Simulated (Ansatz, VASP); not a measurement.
**One calculation of PbS, two programs**

```
Pb S
1.0
     0.00000    3.03263    3.03263
     3.03263    0.00000    3.03263
     3.03263    3.03263    0.00000
Pb S
1 1
Cartesian
  0.0000 0.0000 0.0000
  3.0326 3.0326 3.0326
```

Alike in both runs: task single point; functional PBEsol; k mesh 8 × 8 × 8; occupations fermi-dirac, width 0.06 eV; no spin polarisation.

|  | VASP | Ansatz |
| --- | --- | --- |
| version | VASP 6.6.1 | Ansatz 0.2 development build |
| potentials or method | VASP PAW PBE potentials, release 64 (Pb_d, S), cutoff 520 eV | all-electron full-potential LAPW, scalar-relativistic |

```tsv
	VASP	Ansatz	Ansatz less VASP
pressure (GPa)	-4.2	-4.1	+0.06
```

VASP's potentials were made for PBE, not for PBEsol. Ansatz ran all-electron here, and VASP with PAW potentials.

Spin-orbit coupling is off throughout.
